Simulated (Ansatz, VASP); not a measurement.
# One calculation of C, two programs

POSCAR

```
C
1.0
    0.0000000000      2.1267565396      3.5617636613
    1.2279212041      0.0000000000      3.5617636613
    1.2279212041      2.1267565396      0.0000000000
C
2
Direct
    0.1526659384      0.8192580830      0.1807419170
    0.8332960723      0.1667039277      0.8332960723
```

File INCAR.step1:

```
SYSTEM = C
PREC = Accurate
ENCUT = 520
ISMEAR = 0
SIGMA = 0.05
LREAL = .FALSE.
LASPH = .TRUE.
NELM = 60
NBANDS = 11
GGA = PE
ALGO = Normal
EDIFF = 1E-4
LWAVE = .TRUE.
LCHARG = .FALSE.
```

INCAR.step2

```
SYSTEM = C
PREC = Accurate
ENCUT = 520
EDIFF = 1E-6
ISMEAR = 0
SIGMA = 0.05
LREAL = .FALSE.
LASPH = .TRUE.
NELM = 60
ALGO = Normal
ISIF = 2
LWAVE = .FALSE.
LCHARG = .TRUE.
METAGGA = R2SCAN
LMIXTAU = .TRUE.
LELF = .TRUE.
LVHAR = .TRUE.
NBANDS = 11
ISTART = 1
```

KPOINTS

```
regular mesh
0
G
  14 14 14
  0 0 0
```

Input for Ansatz:

```yaml
crystal:
  lattice:
    - [0.0, 2.1267565396, 3.5617636613]
    - [1.2279212041, 0.0, 3.5617636613]
    - [1.2279212041, 2.1267565396, 0.0]
  atoms:
    - { symbol: C, position: [0.1526659384, 0.819258083, 0.180741917] }
    - { symbol: C, position: [0.8332960723, 0.1667039277, 0.8332960723] }
basis:
  ecutwfc: 500
kpoints:
  mp_grid: { grid: [14, 14, 14] }
hamiltonian:
  xc: r2scan
scf:
  occupations: { method: gaussian, width: 0.05 }
output:
  forces: true
  stress: true
  eigenvalues: true
```

Alike in both runs: task single point; functional r2SCAN; k mesh 14 × 14 × 14; occupations gaussian, width 0.05 eV; no spin polarisation.

|  | VASP | Ansatz |
| --- | --- | --- |
| version | VASP 6.6.1 | Ansatz 0.2.0 |
| potentials or method | VASP PAW PBE potentials, release 64 (C), cutoff 520 eV | scalar-relativistic, plane waves, PAW |
| valence electrons in the cell | 8 | 8 |

Ansatz gave:

```
gap on the k mesh at the Fermi level (eV)                     : 0.57
least direct gap on the mesh (eV)                             : 0.72
pressure (GPa)                                                : -0.5
traceless stress, the component that is largest in VASP (GPa) : -1.00
rms of the force components (eV/Å)                            : 1.008
```

Problem. Which values does VASP return?

Solution. gap on the k mesh at the Fermi level (eV): 0.57; least direct gap on the mesh (eV): 0.72; pressure (GPa): 0.1; traceless stress, the component that is largest in VASP (GPa): -1.72; rms of the force components (eV/Å): 0.998.

VASP's potentials were made for PBE, not for r2SCAN. Atom by atom the forces differ by 0.010 eV/Å (rms over components).
